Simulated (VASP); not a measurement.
Set up this calculation in VASP 6.6.1, as the native input.

| Quantity | Value |
| --- | --- |
| Task | single point |
| Functional | LDA |
| Potentials or basis | VASP PAW LDA potentials, release 64 (Si) |
| Cutoff | 520 eV |
| k mesh | 10 × 10 × 10 |
| Occupations | gaussian, width 0.01 eV |
| Spin | no spin polarisation |
| Dipole correction | no |
| Further INCAR settings | ALGO = Normal; EDIFF = 1e-07; NBANDS = 16 |

The structure of Si lies in POSCAR:

```
Si
1.0
   -3.2656430291      3.2656430291      1.8917264023
    3.2656430291     -3.2656430291      1.8917264023
    3.2656430291      3.2656430291     -1.8917264023
Si
4
Direct
    0.1790670053      0.1790670053      0.3581340107
    0.8209329947      0.8209329947      0.6418659893
    0.1790670053      0.8209329947      0.0000000000
    0.8209329947      0.1790670053      0.0000000000
```

These files were run (other wordings do the same):

INCAR

```
SYSTEM = Si
  ALGO = Normal
  EDIFF = 1E-7
  ENCUT = 520
  ISIF = 2
  ISMEAR = 0
  LASPH = .TRUE.
  LCHARG = .FALSE.
  LREAL = .FALSE.
  LWAVE = .FALSE.
  NBANDS = 16
  NELM = 60
  PREC = Accurate
  SIGMA = 0.01
```

KPOINTS

```
k-points
0
G
  10 10 10
  0 0 0
```

Potentials or basis: VASP PAW LDA potentials, release 64 (Si).

Run with:

```sh
$ cat potpaw_LDA.64/Si/POTCAR > POTCAR
$ mpirun -np 1 vasp_std > vasp.out
```

Results of the run:

```yaml
Pressure: 2.9 GPa
Largest_force: 0.004 eV/Å
Band_gap_on_the_k_mesh: 0.10 eV (least direct gap 0.18 eV)
```

Caveat: semilocal functionals underestimate gaps, and a narrow one can read as zero.

Run time: 3.5 min on 1 thread of Intel Xeon 8259CL, with other jobs on the host, peak memory 0.24 GiB.
